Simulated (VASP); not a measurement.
# C (Cmme) in VASP: notebook

C is run at these levels: PBEsol; tasks: single point.

All numbers are computed with VASP 6.6.1; they aren't measurements. Logs are shortened: lines on timing, memory, paths and dates and some standing lists are left out, and cuts for length are marked.

## (1) The cell of the first run

It takes space group Cmme (No. 67, orthorhombic). Conventional cell: a = 2.389 Å, b = 4.138 Å, c = 6.977 Å, α = 90.00°, β = 90.00°, γ = 90.00°. C (site symmetry m) has 3 C at 1.38 Å within 1.8 Å.

## (2) Single point, PBEsol

File INCAR:

```
SYSTEM = C
  PREC = Accurate
  ENCUT = 520
  EDIFF = 1E-7
  ISMEAR = -1
  SIGMA = 0.15
  LREAL = .False.
  LASPH = .True.
  NELM = 60
  ALGO = Normal
  ISIF = 2
  LWAVE = .False.
  LCHARG = .False.
  GGA = PS
  NBANDS = 16
```

File KPOINTS:

```
Automatic mesh
0
Gamma
  11 11 4
  0 0 0
```

File POSCAR:

```
C
1.0
    1.1943877080     -2.0687547887      0.0000000000
    1.1943877080      2.0687547887      0.0000000000
    0.0000000000      0.0000000000      6.9766422495
C
4
Direct
    0.0833800000      0.9166200000      0.7531400000
    0.5833800000      0.4166200000      0.2468600000
    0.9166200000      0.0833800000      0.2468600000
    0.4166200000      0.5833800000      0.7531400000
```

Potentials or basis: VASP PAW PBE potentials, release 64 (C).

Launch:

```
$ cat potpaw_PBE.64/C/POTCAR > POTCAR
$ mpirun -np 1 vasp_std > vasp.out
```

OUTCAR:

```text
SYSTEM = C
   PREC = Accurate
   ENCUT = 520
   EDIFF = 1E-7
   ISMEAR = -1
   LREAL = .False.
   LASPH = .True.
   NELM = 60
   ISIF = 2
   GGA = PS

 ion  position               nearest neighbor table
   1  0.083  0.917  0.753-   4 1.38   4 1.38   4 1.38
   2  0.583  0.417  0.247-   3 1.38   3 1.38   3 1.38
   3  0.917  0.083  0.247-   2 1.38   2 1.38   2 1.38
   4  0.417  0.583  0.753-   1 1.38   1 1.38   1 1.38

  LATTYP: Found a hexagonal cell.
 ALAT       =     2.3887880552
 C/A-ratio  =     2.9205781711

  Lattice vectors:

 A1 = (   1.1943877080,  -2.0687547887,   0.0000000000)
 A2 = (   1.1943877080,   2.0687547887,   0.0000000000)
 A3 = (   0.0000000000,   0.0000000000,   6.9766422495)

Analysis of symmetry for initial positions (statically):
=====================================================================
 Subroutine PRICEL returns:
 Original cell was already a primitive cell.

 Routine SETGRP: Setting up the symmetry group for a
 hexagonal supercell.

 Subroutine GETGRP returns: Found  8 space group operations
 (whereof  4 operations were pure point group operations)
 out of a pool of 24 trial point group operations.

The static configuration has the point symmetry C_2h.
 The point group associated with its full space group is D_2h.

Analysis of symmetry for dynamics (positions and initial velocities):
=====================================================================
 Subroutine PRICEL returns:
 Original cell was already a primitive cell.

 Routine SETGRP: Setting up the symmetry group for a
 hexagonal supercell.

 Subroutine GETGRP returns: Found  8 space group operations
 (whereof  4 operations were pure point group operations)
 out of a pool of 24 trial point group operations.

The dynamic configuration has the point symmetry C_2h.
 The point group associated with its full space group is D_2h.

 Subroutine INISYM returns: Found  8 space group operations
 (whereof  4 operations are pure point group operations),
 and found     1 'primitive' translations

----------------------------------------------------------------------------------------

                                     Primitive cell

  volume of cell :      34.4771

  direct lattice vectors                    reciprocal lattice vectors
     1.194387708 -2.068754789  0.000000000     0.418624536 -0.241691283  0.000000000
     1.194387708  2.068754789  0.000000000     0.418624536  0.241691283  0.000000000
     0.000000000  0.000000000  6.976642250     0.000000000  0.000000000  0.143335428

  length of vectors
     2.388788055  2.388788055  6.976642250     0.483385124  0.483385124  0.143335428

  position of ions in fractional coordinates (direct lattice)
     0.083380000  0.916620000  0.753140000
     0.583380000  0.416620000  0.246860000
     0.916620000  0.083380000  0.246860000
     0.416620000  0.583380000  0.753140000

  ion indices of the primitive-cell ions
   primitive index   ion index
                 1           1
                 2           2
                 3           3
                 4           4

----------------------------------------------------------------------------------------

 KPOINTS: Automatic mesh

Automatic generation of k-mesh.
 Grid dimensions read from file:
 generate k-points for:   11   11    4

 Generating k-lattice:

  Cartesian coordinates                     Fractional coordinates (reciprocal lattice)
     0.038056776 -0.021971935  0.000000000     0.090909091  0.000000000  0.000000000
     0.038056776  0.021971935  0.000000000     0.000000000  0.090909091  0.000000000
     0.000000000  0.000000000  0.035833857     0.000000000  0.000000000  0.250000000

  Length of vectors
     0.043944102  0.043944102  0.035833857

  Shift w.r.t. Gamma in fractional coordinates (k-lattice)
     0.000000000  0.000000000  0.000000000

 Subroutine IBZKPT returns following result:
 ===========================================

 Found    108 irreducible k-points:

 Following reciprocal coordinates:
            Coordinates               Weight
  0.000000  0.000000  0.000000      1.000000
  0.090909  0.000000  0.000000      4.000000
 -0.090909  0.090909  0.000000      2.000000
  0.181818  0.000000  0.000000      4.000000
 -0.181818  0.181818  0.000000      2.000000
  0.272727  0.000000  0.000000      4.000000
[... 16 lines left out ...]
  0.454545  0.090909  0.000000      4.000000
  0.454545  0.454545  0.000000      2.000000
 [... further k-points ...]
   k-points           NKPTS =    108   k-points in BZ     NKDIM =    108   number of bands    NBANDS=     16
   number of dos      NEDOS =    301   number of ions     NIONS =      4
   total plane-waves  NPLWV =  17496
   dimension x,y,z NGX =    18 NGY =   18 NGZ =   54
   dimension x,y,z NGXF=    36 NGYF=   36 NGZF=  108
   ions per type =               4
   NGX,Y,Z   is equivalent  to a cutoff of  12.53, 12.53, 12.87 a.u.
   NGXF,Y,Z  is equivalent  to a cutoff of  25.05, 25.05, 25.74 a.u.
 SYSTEM =  C
   PREC   = accura    normal or accurate (medium, high low for compatibility)
   ISTART =      0    job   : 0-new  1-cont  2-samecut
   ICHARG =      2    charge: 1-file 2-atom 10-const
   ISPIN  =      1    spin polarized calculation?
   LNONCOLLINEAR =      F non collinear calculations
   LSORBIT =      F    spin-orbit coupling
   LASPH  =      T    aspherical Exc in radial PAW
   ENCUT  =  520.0 eV  38.22 Ry    6.18 a.u.   4.44  4.44 12.97*2*pi/ulx,y,z
   NELM   =     60;   NELMIN=  2; NELMDL= -5     # of ELM steps
   EDIFF  = 0.1E-06   stopping-criterion for ELM
   LREAL  =      F    real-space projection
   EDIFFG = 0.1E-05   stopping-criterion for IOM
   NSW    =      0    number of steps for IOM
   IBRION =     -1    ionic relax: 0-MD 1-quasi-New 2-CG
   NFREE  =      0    steps in history (QN), initial steepest desc. (CG)
   ISIF   =      2    stress and relaxation
   ISYM   =      2    0-nonsym 1-usesym 2-fastsym
   POTIM  = 0.5000    time-step for ionic-motion
   TEBEG  =    0.0;   TEEND  =   0.0 temperature during run
   PSTRESS=    0.0 pullay stress
   NELECT =      16.0000    total number of electrons
   NUPDOWN=      -1.0000    fix difference up-down
   EMIN   =  10.00;   EMAX   =-10.00  energy-range for DOS
   EFERMI =   0.00;   METHOD = LEGACY
   ISMEAR =    -1;   SIGMA  =   0.15  broadening in eV -4-tet -1-fermi 0-gaus
   EFERMI_NEDOS =   21; number of points for ismear=-14 and -15
   IALGO  =     38    algorithm
   IMIX   =      4    mixing-type and parameters
     AMIX     =   0.40;   BMIX     =  1.00
     AMIX_MAG =   1.60;   BMIX_MAG =  1.00
  volume/ion in A,a.u.               =       8.62        58.17
  Fermi-wavevector in a.u.,A,eV,Ry     =   1.267471  2.395172 21.857511  1.606482
  Thomas-Fermi vector in A             =   2.400617
   LORBIT       =      0    0 simple, 1 ext, 2 COOP (PROOUT), +10 PAW based schemes
   GGA     = PS    functional components
   LHFCALC =     F    Hartree Fock is set to
   AEXX    =    0.0000 exact exchange contribution
   IVDW    =     0    specifies the selected vdW correction
   LEPSILON=     F    determine dielectric tensor
   LRPA    =     F    only Hartree local field effects (RPA)
 non-spin polarized calculation
  energy-cutoff  :      520.00
  volume of cell :       34.48
 maximum number of plane-waves:       962
 NGX is ok and might be reduce to    18
   NGX =  9   NGY =  9   NGZ = 25

 number of electron      16.0000004 magnetization

 Free energy of the ion-electron system (eV)
  ---------------------------------------------------
  ext. energy  EPLUGINS =         0.00000000
  ---------------------------------------------------
  free energy    TOTEN  =       -38.32018211 eV

  energy without entropy =      -38.31760759  energy(sigma->0) =      -38.31889485

 E-fermi :   4.8893     XC(G=0): -10.4520

 val. band max:        4.5640384650   @ k =   0.3636   0.3636   0.0000
 cond. band min:       5.5011894746   @ k =   0.3636   0.2727   0.0000
 fundamental gap:      0.9371510096
 Fermi energy:         4.8893460141

 k-point     1 :       0.0000    0.0000    0.0000
  band No.  band energies     occupation
      1     -15.5132      2.00000
      2     -15.2953      2.00000
      3      -4.2219      2.00000
      4      -2.6311      2.00000
      5       1.8927      2.00000
      6       1.8996      2.00000
[... 8 lines left out ...]
     15      17.4543      0.00000
     16      17.5514      0.00000

 k-point     2 :       0.0909    0.0000    0.0000
  band No.  band energies     occupation
      1     -15.3054      2.00000
      2     -15.0903      2.00000
      3      -3.9642      2.00000
      4      -2.3860      2.00000
      5       1.0963      2.00000
      6       1.1194      2.00000
[... 8 lines left out ...]
     15      16.6507      0.00000
     16      16.8267      0.00000

 k-point     3 :      -0.0909    0.0909    0.0000
  band No.  band energies     occupation
      1     -15.3055      2.00000
      2     -15.0903      2.00000
      3      -3.9645      2.00000
      4      -2.3856      2.00000
      5       1.0900      2.00000
      6       1.1077      2.00000
[... 8 lines left out ...]
     15      16.7280      0.00000
     16      16.7480      0.00000

 k-point     4 :       0.1818    0.0000    0.0000
  band No.  band energies     occupation
      1     -14.6843      2.00000
      2     -14.4779      2.00000
      3      -3.1975      2.00000
      4      -1.6600      2.00000
      5      -0.8855      2.00000
      6      -0.8399      2.00000
[... 8 lines left out ...]
     15      17.0472      0.00000
     16      17.0475      0.00000
[... 324 lines left out ...]
 k-point    22 :      -0.4545    0.3636    0.0000
  band No.  band energies     occupation
      1     -11.2571      2.00000
      2     -11.0942      2.00000
      3      -7.0025      2.00000
      4      -6.8952      2.00000
      5      -2.2616      2.00000
      6      -2.2181      2.00000
[... 8 lines left out ...]
     15      18.6727      0.00000
     16      21.1699      0.00000

 k-point    23 :       0.4545    0.0909    0.0000
  band No.  band energies     occupation
      1      -9.5529      2.00000
      2      -9.5529      2.00000
      3      -8.8612      2.00000
      4      -8.8598      2.00000
      5      -2.4742      2.00000
      6      -2.4390      2.00000
[... 8 lines left out ...]
     15      18.3422      0.00000
     16      18.9445      0.00000

 k-point    24 :       0.4545    0.4545    0.0000
  band No.  band energies     occupation
      1      -9.6203      2.00000
      2      -9.4653      2.00000
      3      -8.9328      2.00000
      4      -8.8149      2.00000
      5      -2.4742      2.00000
      6      -2.4297      2.00000
[... 8 lines left out ...]
     15      17.9983      0.00000
     16      20.7576      0.00000

 [... further k-points ...]

------------------------ aborting loop because EDIFF is reached ----------------------------------------

  FORCE on cell =-STRESS in cart. coord.  units (eV):
  Direction    XX          YY          ZZ          XY          YZ          ZX
  --------------------------------------------------------------------------------------
  -------------------------------------------------------------------------------------
  Total        8.7561664      8.7877162      0.1206358      0.0000000      0.0000000      0.0000000
  in kB      406.9057212    408.3718639      5.6060393      0.0000000      0.0000000      0.0000000
  external PRESSURE =     273.6278748 kB  Pullay stress =       0.0000000 kB

 VOLUME and BASIS-vectors are now :
 -----------------------------------------------------------------------------
  energy-cutoff  :      520.00
  volume of cell :       34.48
      direct lattice vectors                 reciprocal lattice vectors
     1.194387708 -2.068754789  0.000000000     0.418624536 -0.241691283  0.000000000
     1.194387708  2.068754789  0.000000000     0.418624536  0.241691283  0.000000000
     0.000000000  0.000000000  6.976642250     0.000000000  0.000000000  0.143335428

 POSITION                                       TOTAL-FORCE (eV/Angst)
 -----------------------------------------------------------------------------------
      1.19439      1.72377      5.25439         0.000000      0.045402     -0.007086
      1.19439     -0.34499      1.72225         0.000000      0.045402      0.007086
      1.19439     -1.72377      1.72225         0.000000     -0.045402      0.007086
      1.19439      0.34499      5.25439         0.000000     -0.045402     -0.007086
 -----------------------------------------------------------------------------------
    total drift:                                0.000000      0.000000     -0.000000

  FREE ENERGIE OF THE ION-ELECTRON SYSTEM (eV)
  ---------------------------------------------------
  free  energy   TOTEN  =       -38.3201821055 eV

  energy  without entropy=      -38.3176075941  energy(sigma->0) =      -38.31889485
```

Run time: 47 s. Hardware: 1 thread of AMD EPYC 7R43 (Zen 3), shared host; peak memory 0.13 GiB.

What came out:

| Item | Value |
| --- | --- |
| Free energy | -38.3202 eV |
| Pressure | 27.4 GPa |
| Largest force | 0.046 eV/Å |

Forces on the atoms (eV/Å):
```
C    0.000  0.045 -0.007
C    0.000  0.045  0.007
C    0.000 -0.045  0.007
C    0.000 -0.045 -0.007
```

Caveat: the cell stands under pressure; this functional lacks dispersion, which binds the layers, so the pressure and a relaxed spacing across them are unreliable; the PAW data sets were made with another functional, which shifts forces and pressure a little.

## (3) Single point, PBEsol

This run uses another cell than the first one, of 8.87 Å³/atom.

File INCAR:

```
SYSTEM = C
ALGO = Normal
EDIFF = 1E-6
ENCUT = 520
GGA = PS
ISIF = 2
ISMEAR = -1
LASPH = .TRUE.
LCHARG = .TRUE.
LELF = .TRUE.
LREAL = .FALSE.
LVHAR = .TRUE.
LWAVE = .FALSE.
NBANDS = 16
NELM = 100
PREC = Accurate
SIGMA = 0.15
```

File KPOINTS:

```
k-points
0
G
  11 11 4
  0 0 0
```

File POSCAR:

```
C
1.0
    1.2058179500     -2.0885526882      0.0000000000
    1.2058179500      2.0885526882      0.0000000000
    0.0000000000      0.0000000000      7.0434084330
C
4
Direct
    0.0833800000      0.9166200000      0.7531400000
    0.5833800000      0.4166200000      0.2468600000
    0.9166200000      0.0833800000      0.2468600000
    0.4166200000      0.5833800000      0.7531400000
```

Potentials or basis: VASP PAW PBE potentials, release 64 (C).

Launch:

```
$ cat potpaw_PBE.64/C/POTCAR > POTCAR
$ mpirun -np 1 vasp_std > vasp.out
```

Run time: 49 s. Hardware: 1 thread of AMD EPYC 7R43 (Zen 3), shared host; peak memory 0.13 GiB.

Results (log left out):

- Free energy: -38.4608 eV
- Pressure: 17.7 GPa
- Largest force: 0.043 eV/Å

Forces in eV/Å, atoms in the order of the input:
```
C    0.000  0.043 -0.006
C    0.000  0.043  0.006
C    0.000 -0.043  0.006
C    0.000 -0.043 -0.006
```

Stress tensor (GPa, compression positive):
```
26.29  0.00  0.00
 0.00 26.41  0.00
 0.00  0.00  0.39
```

Caveat: the cell stands under pressure; this functional lacks dispersion, which binds the layers, so the pressure and a relaxed spacing across them are unreliable; the PAW data sets were made with another functional, which shifts forces and pressure a little.

[end of part 1 of 3]
